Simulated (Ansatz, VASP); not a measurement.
Na in VASP and in Ansatz

INCAR

```
AGGAC    = 1.0          
AGGAX    = 1.0          
ALDAC    = 0.0          
ALDAX    = 1.0          
ALGO     = Normal         # electronic algorithm
EDIFF    = 1E-6           # SCF threshold, eV
ENCUT    = 520            # plane-wave cutoff, eV
GGA      = B5             # functional
ISIF     = 2              # what is computed and relaxed
ISMEAR   = -1             # smearing method
LASPH    = True           # aspherical terms in the spheres
LCHARG   = False          # write CHGCAR
LREAL    = False          # projectors in reciprocal space
LWAVE    = False          # write WAVECAR
NBANDS   = 10             # bands
NELM     = 60             # most SCF steps
PREC     = Accurate       # precision mode
SIGMA    = 0.1            # smearing width, eV
```

KPOINTS

```
k-points
0
Gamma
  10 10 10
```

The input POSCAR:

```
Na
1.0
    3.3680688772      0.0000000000      0.0000000000
    0.0000000000      3.3680688772      0.0000000000
    0.0000000000      0.0000000000      3.3680688772
Na
1
Direct
    0.0000000000      0.0000000000      0.0000000000
```

Input for Ansatz:

```yaml
crystal:
  lattice:
    - [3.3680688772, 0.0, 0.0]
    - [0.0, 3.3680688772, 0.0]
    - [0.0, 0.0, 3.3680688772]
  atoms:
    - { symbol: Na, position: [0.0, 0.0, 0.0] }
hamiltonian:
  xc: blyp
  pseudopotentials:
    kind: paw
    azcp:
      Na: "pseudopotentials/Na.paw.azcp"
basis:
  ecutwfc: 420
  fft_grid_basis: typed
kpoints:
  mp_grid: { grid: [10, 10, 10], shift: [0, 0, 0] }
magnetization:
  spin_polarized: false
scf:
  occupations: { method: fermi_dirac, width: 0.1 }
  lower_state_search: "off"
output:
  stress: true
```

Alike in both runs: task single point; functional BLYP; k mesh 10 × 10 × 10; occupations fermi-dirac, width 0.1 eV; no spin polarisation.

|  | VASP | Ansatz |
| --- | --- | --- |
| version | VASP 6.6.1 | Ansatz 0.2.0 |
| potentials or method | VASP PAW PBE potentials, release 64 (Na_pv), cutoff 520 eV | plane waves (420 eV) with PAW, scalar-relativistic |
| valence electrons in the cell | 7 | 9 |

```tsv
	VASP	Ansatz	Ansatz less VASP
pressure (GPa)	0.5	0.5	+0.01
```

VASP's potentials were made for PBE, not for BLYP. VASP's potentials hold 7 valence electrons a cell and Ansatz's 9, so a difference there can come from the potentials and not from the codes.
